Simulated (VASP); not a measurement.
Here is a VASP 6.6.1 calculation.

Contents of INCAR:

```
  PREC = Accurate
  ENCUT = 600
  EDIFF = 1E-6
  ISMEAR = -1
  SIGMA = 0.08
  LREAL = False
  LASPH = True
  NELM = 60
  ALGO = Normal
  ISIF = 3
  LWAVE = False
  LCHARG = False
  GGA = PE
  IBRION = 2
  NSW = 60
  EDIFFG = -0.005
  PSTRESS = 220.0
```

File KPOINTS:

```
regular mesh
0
Gamma
  13 13 13
```

Contents of POSCAR:

```
PbS
1.0
    3.4333176078      0.0000000000      0.0000000000
    0.0000000000      3.4333176078      0.0000000000
    0.0000000000      0.0000000000      3.4333176078
Pb S
1 1
Direct
    0.0000000000      0.0000000000      0.0000000000
    0.5000000000      0.5000000000      0.5000000000
```

Potentials or basis: VASP PAW PBE potentials, release 64 (Pb_d, S).

Command:

```sh
$ cat potpaw_PBE.64/Pb_d/POTCAR potpaw_PBE.64/S/POTCAR > POTCAR
$ mpirun -np 1 vasp_std > vasp.out
```

(1) What does it give for the space group after relaxing (to 0.1 Å)?

(2) What does it give for the relaxed cell?

Answers

(1) Pm-3m (No. 221).

(2) a = 3.371 Å, b = 3.371 Å, c = 3.371 Å, α = 90.00°, β = 90.00°, γ = 90.00°.
